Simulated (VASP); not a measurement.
VSi2:

```xyz
9
Lattice="4.5348 0.0000 0.0000 -2.2674 3.9273 0.0000 0.0000 0.0000 6.3189" Properties=species:S:1:pos:R:3 pbc="T T T"
V     2.2674    0.0000    3.1595
V     1.1337    1.9636    5.2658
V    -1.1337    1.9636    1.0532
Si    1.1053    0.6382    1.0532
Si    3.4295    0.6382    5.2658
Si    0.0000    1.2763    3.1595
Si    1.1621    3.2891    1.0532
Si   -1.1621    3.2891    5.2658
Si    2.2674    2.6509    3.1595
```

Base run:

| Item | Value |
| --- | --- |
| Program | VASP 6.6.1 |
| Functional | PBE |
| Potentials or basis | VASP PAW PBE potentials, release 64 (V_sv, Si) |
| Cutoff | 520 eV |
| k mesh | 7 × 7 × 4 |
| Occupations | fermi-dirac, width 0.05 eV |
| Spin | collinear spin, ferromagnetic start |
| Starting moments | [2.0, 2.0, 2.0, 0.0, 0.0, 0.0, 0.0, 0.0, 0.0] μB |

Its results: pressure 4.0 GPa; net moment 0.01 μB per cell; largest force 0.069 eV/Å.

**Question.** The run is repeated on the same cell with these changes: functional from PBE to PBEsol. What comes out?

**Answer.** Pressure -0.6 GPa; net moment 0.00 μB per cell; largest force 0.099 eV/Å.

PBEsol binds more tightly than PBE, so the same cell stands under less pressure.

Caveats: the moments typed at the start vanished in this run; the cell stands under pressure (at least some runs); the PAW data sets were made with another functional, which shifts forces and pressure a little (at least some runs).
